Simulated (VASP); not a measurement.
Here is a VASP 6.6.1 calculation.

Contents of INCAR:

```
SYSTEM = Ge
PREC = Accurate ; ENCUT = 520
EDIFF = 1E-6 ; ISMEAR = -1
SIGMA = 0.05 ; LREAL = .False.
LASPH = .True. ; NELM = 60
ALGO = Normal ; ISIF = 2
LWAVE = .False. ; LCHARG = .False.
GGA = PE ; NBANDS = 13
```

Contents of KPOINTS:

```
Automatic mesh
0
Gamma
  17 17 17
  0 0 0
```

The input POSCAR:

```
Ge
1.0
   -1.6305980556      1.6305980556      1.6305980556
    1.6305980556     -1.6305980556      1.6305980556
    1.6305980556      1.6305980556     -1.6305980556
Ge
1
Direct
    0.0000000000      0.0000000000      0.0000000000
```

Potentials or basis: VASP PAW PBE potentials, release 64 (Ge_d).

Command:

```bash
$ cat potpaw_PBE.64/Ge_d/POTCAR > POTCAR
$ mpirun -np 1 vasp_std > vasp.out
```

**Question.** Estimate the band gap on the k mesh.

**Answer.** Zero (band 7 reaches 17.80 eV, above the bottom of band 8 at 4.41 eV).

**Question.** What does it give for the pressure?

**Answer.** 8.1 GPa.
